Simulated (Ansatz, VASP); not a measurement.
# Two plane-wave programs on Na6PS3

```
CELL_PARAMETERS angstrom
-5.27367 5.27367 5.27367
5.27367 -5.27367 5.27367
5.27367 5.27367 -5.27367
ATOMIC_POSITIONS crystal
Na 0.00000 0.25891 0.25891
Na 0.00000 0.74109 0.74109
Na 0.25891 0.00000 0.25891
Na 0.74109 0.00000 0.74109
Na 0.25891 0.25891 0.00000
Na 0.74109 0.74109 0.00000
P 0.00000 0.00000 0.00000
S 0.00000 0.50000 0.50000
S 0.50000 0.00000 0.50000
S 0.50000 0.50000 0.00000
```

Alike in both runs: functional PBE; k mesh 4 × 4 × 4; occupations gaussian, width 0.1 eV; no spin polarisation.

Ansatz relaxed the structure, and its values are those at the end. VASP's run is a single point on that final structure, the one shown.

|  | VASP | Ansatz |
| --- | --- | --- |
| version | VASP 6.6.1 | Ansatz 0.2.0 |
| potentials or method | VASP PAW PBE potentials, release 64 (Na_pv, P, S), cutoff 520 eV | scalar-relativistic, plane waves, PAW |
| valence electrons in the cell | 65 | 77 |

```csv
,VASP,Ansatz,Ansatz less VASP
gap on the k mesh at the Fermi level (eV),none,none,-
pressure (GPa),0.3,0.3,-0.01
rms of the force components (eV/Å),0.012,0.009,-0.0030
```

A gap of «none» marks a metal or a gap that the smearing closes. VASP's potentials hold 65 valence electrons a cell and Ansatz's 77, so a difference there can come from the potentials and not from the codes.
